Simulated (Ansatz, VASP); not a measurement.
SiO2: VASP beside Ansatz

INCAR

```
  PREC = Accurate
  ENCUT = 520
  EDIFF = 1E-7
  ISMEAR = 0
  SIGMA = 0.05
  LREAL = F
  LASPH = T
  NELM = 80
  ALGO = Normal
  ISIF = 2
  LWAVE = F
  LCHARG = F
  GGA = PE
  NBANDS = 25
```

The input KPOINTS:

```
Automatic mesh
0
Gamma
  6 6 6
```

Contents of POSCAR:

```
SiO2
1.0
   -2.5762035013      2.5762035013      3.7816254373
    2.5762035013     -2.5762035013      3.7816254373
    2.5762035013      2.5762035013     -3.7816254373
Si O
2 4
Direct
    0.0000000000      0.0000000000      0.0000000000
    0.7500000000      0.2500000000      0.5000000000
    0.9670112602      0.6250000000      0.8420112602
    0.3750000000      0.2170112602      0.3420112602
    0.7829887398      0.1250000000      0.1579887398
    0.8750000000      0.0329887398      0.6579887398
```

Input for Ansatz:

```yaml
crystal:
  lattice:
    - [-2.5762035013, 2.5762035013, 3.7816254373]
    - [2.5762035013, -2.5762035013, 3.7816254373]
    - [2.5762035013, 2.5762035013, -3.7816254373]
  atoms:
    - { symbol: Si, position: [0.0, 0.0, 0.0] }
    - { symbol: Si, position: [0.75, 0.25, 0.5] }
    - { symbol: O, position: [0.9670112602, 0.625, 0.8420112602] }
    - { symbol: O, position: [0.375, 0.2170112602, 0.3420112602] }
    - { symbol: O, position: [0.7829887398, 0.125, 0.1579887398] }
    - { symbol: O, position: [0.875, 0.0329887398, 0.6579887398] }
basis:
  ecutwfc: 420
kpoints:
  mp_grid: { grid: [6, 6, 6] }
hamiltonian:
  xc: pbe
scf:
  occupations: { method: gaussian, width: 0.05 }
output:
  forces: true
  stress: true
  eigenvalues: true
```

Change from the starting cell: strain +0.025 along x and y, +0.025 along z, atoms carried along.

Alike in both runs: task single point; functional PBE; k mesh 6 × 6 × 6; occupations gaussian, width 0.05 eV; no spin polarisation.

|  | VASP | Ansatz |
| --- | --- | --- |
| version | VASP 6.6.1 | Ansatz 0.2.0 |
| potentials or method | VASP PAW PBE potentials, release 64 (Si, O), cutoff 520 eV | scalar-relativistic, plane waves, PAW |
| valence electrons in the cell | 32 | 32 |

Ansatz gave:

```
gap on the k mesh at the Fermi level (eV) : 5.23
least direct gap on the mesh (eV)         : 5.23
pressure (GPa)                            : -9.7
rms of the force components (eV/Å)        : 0.304
```

**Question.** What did VASP give for the same quantities?

**Answer.** gap on the k mesh at the Fermi level (eV): 5.22; least direct gap on the mesh (eV): 5.22; pressure (GPa): -9.7; rms of the force components (eV/Å): 0.307.

Atom by atom the forces differ by 0.003 eV/Å (rms over components). With one functional, cell and mesh, what is left measures potentials, basis and numerics.
